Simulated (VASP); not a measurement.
# Sb in VASP: single point with PBE+D4

Aim: the single point of Sb with PBE+D4.

Everything below comes from runs of VASP 6.6.1. Logs are shortened: lines on timing, memory, paths and dates and some standing lists are left out, and cuts for length are marked.

**1. The cell of the first run**

The cell holds a sheet with vacuum, 2 atoms: a = 4.059 Å, b = 4.059 Å, c = 27.100 Å, α = 90.00°, β = 90.00°, γ = 120.00°.

**2. Single point, PBE+D4**

INCAR reads:

```
PREC = Accurate
ENCUT = 400
EDIFF = 1E-6
ISMEAR = 0
SIGMA = 0.03
LREAL = F
LASPH = T
NELM = 120
ALGO = Normal
ISIF = 2
LWAVE = F
LCHARG = F
LDIPOL = T
IDIPOL = 3
DIPOL = 0.5 0.5 0.289
GGA = PE
IVDW = 13
NBANDS = 12
GGA_COMPAT = F
NELMDL = -8
```

KPOINTS reads:

```
regular mesh
0
Gamma
  12 12 1
```

POSCAR reads:

```
Sb
1.0
    4.0585977638      0.0000000000      0.0000000000
   -2.0292988819      3.5148487672      0.0000000000
    0.0000000000      0.0000000000     27.1000000030
Sb
2
Direct
    0.3333333333      0.6666666667      0.2582503999
    0.6666666667      0.3333333333      0.3192403749
```

Potentials or basis: VASP PAW PBE potentials, release 64 (Sb).

On the command line:

```bash
> cat potpaw_PBE.64/Sb/POTCAR > POTCAR
> mpirun -np 1 vasp_std > vasp.out
```

OUTCAR:

```text
PREC = Accurate
   ENCUT = 400
   EDIFF = 1E-6
   ISMEAR = 0
   LREAL = F
   LASPH = T
   NELM = 120
   ISIF = 2
   GGA = PE
   IVDW = 13
   NELMDL = -8

 ion  position               nearest neighbor table
   1  0.333  0.667  0.258-   2 2.87   2 2.87   2 2.87
   2  0.667  0.333  0.319-   1 2.87   1 2.87   1 2.87

  LATTYP: Found a hexagonal cell.
 ALAT       =     4.0585977638
 C/A-ratio  =     6.6771830026

  Lattice vectors:

 A1 = (   4.0585977638,   0.0000000000,   0.0000000000)
 A2 = (  -2.0292988819,   3.5148487672,   0.0000000000)
 A3 = (   0.0000000000,   0.0000000000,  27.1000000030)

Analysis of symmetry for initial positions (statically):
=====================================================================
 Subroutine PRICEL returns:
 Original cell was already a primitive cell.

 Routine SETGRP: Setting up the symmetry group for a
 hexagonal supercell.

 Subroutine GETGRP returns: Found 12 space group operations
 (whereof  6 operations were pure point group operations)
 out of a pool of 24 trial point group operations.

The static configuration has the point symmetry C_3v.
 The point group associated with its full space group is D_3d.

Analysis of symmetry for dynamics (positions and initial velocities):
=====================================================================
 Subroutine PRICEL returns:
 Original cell was already a primitive cell.

 Routine SETGRP: Setting up the symmetry group for a
 hexagonal supercell.

 Subroutine GETGRP returns: Found 12 space group operations
 (whereof  6 operations were pure point group operations)
 out of a pool of 24 trial point group operations.

The dynamic configuration has the point symmetry C_3v.
 The point group associated with its full space group is D_3d.

 Subroutine INISYM returns: Found 12 space group operations
 (whereof  6 operations are pure point group operations),
 and found     1 'primitive' translations

----------------------------------------------------------------------------------------

                                     Primitive cell

  volume of cell :     386.5912

  direct lattice vectors                    reciprocal lattice vectors
     4.058597764  0.000000000  0.000000000     0.246390517  0.142253631  0.000000000
    -2.029298882  3.514848767  0.000000000     0.000000000  0.284507262  0.000000000
     0.000000000  0.000000000 27.100000003     0.000000000  0.000000000  0.036900369

  length of vectors
     4.058597764  4.058597764 27.100000003     0.284507262  0.284507262  0.036900369

  position of ions in fractional coordinates (direct lattice)
     0.333333333  0.666666667  0.258250400
[... 92 lines left out ...]
     AMIX_MAG =   1.60;   BMIX_MAG =  1.00
  volume/ion in A,a.u.               =     193.30      1304.42
  Fermi-wavevector in a.u.,A,eV,Ry     =   0.484162  0.914934  3.189383  0.234413
  Thomas-Fermi vector in A             =   1.483711
   LORBIT       =      0    0 simple, 1 ext, 2 COOP (PROOUT), +10 PAW based schemes
   GGA     = PE    functional components
   LHFCALC =     F    Hartree Fock is set to
   AEXX    =    0.0000 exact exchange contribution
   IVDW    =    13    specifies the selected vdW correction
   LEPSILON=     F    determine dielectric tensor
   LRPA    =     F    only Hartree local field effects (RPA)
 non-spin polarized calculation
 Gauss-broadening in eV      SIGMA  =   0.03
  energy-cutoff  :      400.00
  volume of cell :      386.59
 maximum number of plane-waves:      7097
 NGX is ok and might be reduce to    28
   NGX = 13   NGY = 13   NGZ = 89

 dipolmoment           0.000000      0.000000      0.000001 electrons x Angstroem

 number of electron      10.0000000 magnetization

 dipolmoment           0.000000      0.000000     -0.000000 electrons x Angstroem

 Free energy of the ion-electron system (eV)
  ---------------------------------------------------
  ext. energy  EPLUGINS =         0.00000000
  ---------------------------------------------------
  free energy    TOTEN  =        -8.09797561 eV

  energy without entropy =       -8.09797561  energy(sigma->0) =       -8.09797561

 E-fermi :  -2.7475     XC(G=0):  -2.0176

 val. band max:       -2.9284057644   @ k =   0.0000   0.0000   0.0000
 cond. band min:      -1.7657000258   @ k =   0.3333   0.0000   0.0000
 fundamental gap:      1.1627057385
 Fermi energy:        -2.7475086754

 k-point     1 :       0.0000    0.0000    0.0000
  band No.  band energies     occupation
      1     -14.4726      2.00000
      2      -9.3921      2.00000
      3      -3.7377      2.00000
      4      -2.9284      2.00000
      5      -2.9284      2.00000
      6      -1.2766      0.00000
      7      -0.1312      0.00000
      8      -0.1312      0.00000
      9       1.2284      0.00000
     10       1.5023      0.00000
     11       1.9441      0.00000
     12       2.2315      0.00000
[... 256 lines left out ...]
 k-point    19 :       0.3333    0.3333    0.0000
  band No.  band energies     occupation
      1     -11.5401      2.00000
      2     -11.5401      2.00000
      3      -6.6507      2.00000
      4      -4.8736      2.00000
      5      -4.8736      2.00000
      6      -1.6125      0.00000
      7       0.5713      0.00000
      8       0.5713      0.00000
      9       3.5770      0.00000
     10       4.4017      0.00000
     11       4.4017      0.00000
     12       4.8578      0.00000

------------------------ aborting loop because EDIFF is reached ----------------------------------------

 vacuum level on the upper side and lower side of the slab       (xc-potential included)        -0.007        -0.007

  DFT-D4 for vdW energy calculation

  Edisp (eV):   -0.55426

  FORCE on cell =-STRESS in cart. coord.  units (eV):
  Direction    XX          YY          ZZ          XY          YZ          ZX
  --------------------------------------------------------------------------------------
  -------------------------------------------------------------------------------------
  Total       0.03126     0.03126     0.13922     0.00000     0.00000    -0.00000
  in kB       0.12957     0.12957     0.57698     0.00000     0.00000    -0.00000
  external pressure =        0.28 kB  Pullay stress =        0.00 kB

 VOLUME and BASIS-vectors are now :
 -----------------------------------------------------------------------------
  energy-cutoff  :      400.00
  volume of cell :      386.59
      direct lattice vectors                 reciprocal lattice vectors
     4.058597764  0.000000000  0.000000000     0.246390517  0.142253631  0.000000000
    -2.029298882  3.514848767  0.000000000     0.000000000  0.284507262  0.000000000
     0.000000000  0.000000000 27.100000003     0.000000000  0.000000000  0.036900369

 POSITION                                       TOTAL-FORCE (eV/Angst)
 -----------------------------------------------------------------------------------
     -0.00000      2.34323      6.99859        -0.000000      0.000000     -0.081839
      2.02930      1.17162      8.65141         0.000000      0.000000      0.081839
 -----------------------------------------------------------------------------------
    total drift:                               -0.000000      0.000000     -0.000002

  FREE ENERGIE OF THE ION-ELECTRON SYSTEM (eV)
  ---------------------------------------------------
  free  energy   TOTEN  =        -8.6522362157 eV

  energy  without entropy=       -8.6522362157  energy(sigma->0) =       -8.65223622

 vacuum level on the upper side and lower side of the slab         1.770         1.770
```

Wall time 1.7 min (1 thread of Intel Xeon 6975P-C, shared host); peak memory 0.35 GiB.

Results:

| Item | Value |
| --- | --- |
| Free energy | -8.6522 eV |
| Largest force | 0.082 eV/Å |
| Band gap on the k mesh | 1.16 eV, indirect (least direct gap 1.65 eV) |
| Dispersion energy per atom | -0.277 eV |

Forces in eV/Å, atoms in the order of the input:
```
Sb   0.000  0.000 -0.082
Sb   0.000  0.000  0.082
```

Caveat: spin-orbit coupling is left out, which moves the levels of the heavy elements.
